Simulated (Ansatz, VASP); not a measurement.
# W: VASP beside Ansatz

```xyz
3
Lattice="4.8087 0.0000 0.0000 -2.4044 4.1645 0.0000 0.0000 0.0000 2.6775" Properties=species:S:1:pos:R:3 pbc="T T T"
W    -2.4044    4.1645    0.0000
W     0.0000    2.7763    1.3387
W     2.4044    1.3882    1.3387
```

Alike in both runs: task single point; functional PBE; k mesh 9 × 9 × 14; occupations fermi-dirac, width 0.1 eV; no spin polarisation.

|  | VASP | Ansatz |
| --- | --- | --- |
| version | VASP 6.6.1 | Ansatz 0.2.0 |
| potentials or method | VASP PAW PBE potentials, release 64 (W_sv), cutoff 520 eV | plane waves (420 eV) with PAW, scalar-relativistic |
| valence electrons in the cell | 42 | 42 |

```csv
,VASP,Ansatz,Ansatz less VASP
pressure (GPa),-17.7,-18.0,-0.30
"traceless stress, the component that is largest in VASP (GPa)",-1.88,-2.10,-0.222
```

Neither program's run includes spin-orbit coupling.
